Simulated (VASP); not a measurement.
Wanted: the native input for a VASP 6.6.1 run.

| Property | Result |
| --- | --- |
| Task | single point |
| Functional | PBE |
| Potentials or basis | VASP PAW PBE potentials, release 64 (In_d, As, H) |
| Cutoff | 520 eV |
| k mesh | 1 × 1 × 12 |
| Occupations | gaussian, width 0.05 eV |
| Spin | no spin polarisation |
| Dipole correction | no |
| Further INCAR settings | ALGO = Normal; EDIFF = 1e-06; NBANDS = 32 |

The structure of InAsH3 lies in POSCAR:

```
InAsH3
1.0
   14.0000000000      0.0000000000      0.0000000000
    0.0000000000     15.8000000000      0.0000000000
    0.0000000000      0.0000000000      4.5124882573
In As H
2 2 6
Direct
    0.5931614293      0.5454694204      0.0000000000
    0.4154803293      0.3509052368      0.5000000000
    0.5716197074      0.6393994277      0.5000000000
    0.4449405268      0.4450209726      0.0000000000
    0.7106083110      0.5107744812      0.0000000000
    0.4749411669      0.6827147924      0.5000000000
    0.6323293961      0.7192136774      0.5000000000
    0.5096178212      0.2795423230      0.5000000000
    0.2936589253      0.3311457658      0.5000000000
    0.3664730473      0.5118920116      0.0000000000
```

The input as run:

INCAR

```
SYSTEM = InAsH3
PREC = Accurate ; ENCUT = 520
EDIFF = 1E-6 ; ISMEAR = 0
SIGMA = 0.05 ; LREAL = .False.
LASPH = .True. ; NELM = 100
ALGO = Normal ; ISIF = 2
LWAVE = .False. ; LCHARG = .True.
GGA = PE ; LELF = .True.
LVHAR = .True. ; NBANDS = 32
```

KPOINTS

```
regular mesh
0
Gamma
  1 1 12
  0 0 0
```

Potentials or basis: VASP PAW PBE potentials, release 64 (In_d, As, H).

Run with:

```console
$ cat potpaw_PBE.64/In_d/POTCAR potpaw_PBE.64/As/POTCAR potpaw_PBE.64/H/POTCAR > POTCAR
$ mpirun -np 1 vasp_std > vasp.out
```

Results of the run:

```yaml
Largest_force: 0.109 eV/Å
Band_gap_on_the_k_mesh: 2.32 eV
```

Caveat: spin-orbit coupling is left out, which moves the levels of the heavy elements.

It took 7.8 min on 1 thread of Intel(R) Xeon(R) 6975P-C (Granite Rapids) (shared host), peak memory 0.99 GiB.
